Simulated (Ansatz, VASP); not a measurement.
## One calculation of LiNbO3, two programs

File INCAR:

```
PREC = Accurate
ENCUT = 520
EDIFF = 1E-6
ISMEAR = 0
SIGMA = 0.05
LREAL = F
LASPH = T
NELM = 100
ALGO = Normal
ISIF = 2
LWAVE = F
LCHARG = F
GGA = PE
NBANDS = 45
```

File KPOINTS:

```
regular mesh
0
Gamma
  6 6 6
```

File POSCAR:

```
LiNbO3
1.0
    2.6223877121      1.5140362515      4.7211985998
   -2.6223877121      1.5140362515      4.7211985998
    0.0000000000     -3.0280725030      4.7211985998
Li Nb O
2 2 6
Direct
    0.2815913687      0.2815913687      0.2815913687
    0.7815913687      0.7815913687      0.7815913687
    0.0004900497      0.0004900497      0.0004900497
    0.5004900497      0.5004900497      0.5004900497
    0.1104619503      0.3580262714      0.7211003599
    0.7211003599      0.1104619503      0.3580262714
    0.3580262714      0.7211003599      0.1104619503
    0.2211003599      0.8580262714      0.6104619503
    0.8580262714      0.6104619503      0.2211003599
    0.6104619503      0.2211003599      0.8580262714
```

Input for Ansatz:

```yaml
crystal:
  lattice:
    - [2.6223877121, 1.5140362515, 4.7211985998]
    - [-2.6223877121, 1.5140362515, 4.7211985998]
    - [0.0, -3.028072503, 4.7211985998]
  atoms:
    - { symbol: Li, position: [0.2815913687, 0.2815913687, 0.2815913687] }
    - { symbol: Li, position: [0.7815913687, 0.7815913687, 0.7815913687] }
    - { symbol: Nb, position: [0.0004900497, 0.0004900497, 0.0004900497] }
    - { symbol: Nb, position: [0.5004900497, 0.5004900497, 0.5004900497] }
    - { symbol: O, position: [0.1104619503, 0.3580262714, 0.7211003599] }
    - { symbol: O, position: [0.7211003599, 0.1104619503, 0.3580262714] }
    - { symbol: O, position: [0.3580262714, 0.7211003599, 0.1104619503] }
    - { symbol: O, position: [0.2211003599, 0.8580262714, 0.6104619503] }
    - { symbol: O, position: [0.8580262714, 0.6104619503, 0.2211003599] }
    - { symbol: O, position: [0.6104619503, 0.2211003599, 0.8580262714] }
basis:
  ecutwfc: 520.0
kpoints:
  mp_grid: { grid: [6, 6, 6] }
hamiltonian:
  xc: pbe
  pseudopotentials: { kind: paw, azcp: { folder: soft_1 } }
scf:
  occupations: { method: gaussian, width: 0.05 }
output:
  forces: true
  stress: true
  eigenvalues: true
```

Alike in both runs: task single point; functional PBE; k mesh 6 × 6 × 6; occupations gaussian, width 0.05 eV; no spin polarisation.

|  | VASP | Ansatz |
| --- | --- | --- |
| version | VASP 6.6.1 | Ansatz 0.2.0 |
| potentials or method | VASP PAW PBE potentials, release 64 (Li_sv, Nb_sv, O), cutoff 520 eV | scalar-relativistic, plane waves, PAW |
| valence electrons in the cell | 68 | 68 |

Ansatz gave:

```
gap on the k mesh at the Fermi level (eV) : 3.43
least direct gap on the mesh (eV)         : 3.45
rms of the force components (eV/Å)        : 0.197
```

Q: Which values does VASP return?

A: gap on the k mesh at the Fermi level (eV): 3.42; least direct gap on the mesh (eV): 3.44; rms of the force components (eV/Å): 0.194.

Atom by atom the forces differ by 0.009 eV/Å (rms over components).

Noted on VASP's run: the cutoff is under 1.25 times that of the potentials, so the pressure is a little rough.
